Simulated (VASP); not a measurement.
The system is LuHg.

```
CELL_PARAMETERS angstrom
3.70073 0.00000 0.00000
0.00000 3.70073 0.00000
0.00000 0.00000 3.70073
ATOMIC_POSITIONS crystal
Lu 0.50000 0.50000 0.50000
Hg 0.00000 0.00000 0.00000
```

* Program: VASP 6.6.1
* Task: relaxation of cell and atoms
* Functional: LDA
* Potentials or basis: VASP PAW PBE potentials, release 64 (Lu, Hg)
* Cutoff: 600 eV
* k mesh: 9 × 9 × 9
* Occupations: fermi-dirac, width 0.05 eV
* Spin: no spin polarisation

At the start: pressure -8.3 GPa; volume 25.34 Å³/atom.

Where does the relaxation end?

Over 6 steps the energy falls by 82.9 meV/atom and the volume is 22.48 Å³/atom (-11.3 %); space group Pm-3m (No. 221, to 0.1 Å) before and after.

Step by step:
| step | energy change (eV) | largest force (eV/Å) | pressure (GPa) | volume (Å³) |
| --- | --- | --- | --- | --- |
| 1 | 0.0000 | 0.0000 | -8.25 | 50.68 |
| 2 | -0.0908 | 0.0000 | 7.67 | 41.70 |
| 3 | -0.1657 | 0.0000 | -0.18 | 44.98 |
| 4 | -0.1657 | 0.0000 | 0.38 | 44.87 |
| 5 | -0.1653 | 0.0000 | -0.56 | 45.19 |
| 6 | -0.1657 | 0.0000 | -0.02 | 44.95 |

Final structure:
```
Lu Hg
1.0
     3.55565    0.00000    0.00000
     0.00000    3.55565    0.00000
     0.00000    0.00000    3.55565
Lu Hg
1 1
Direct
  0.50000 0.50000 0.50000
  0.00000 0.00000 0.00000
```

Caveat: the PAW data sets were made with another functional, which shifts forces and pressure a little.
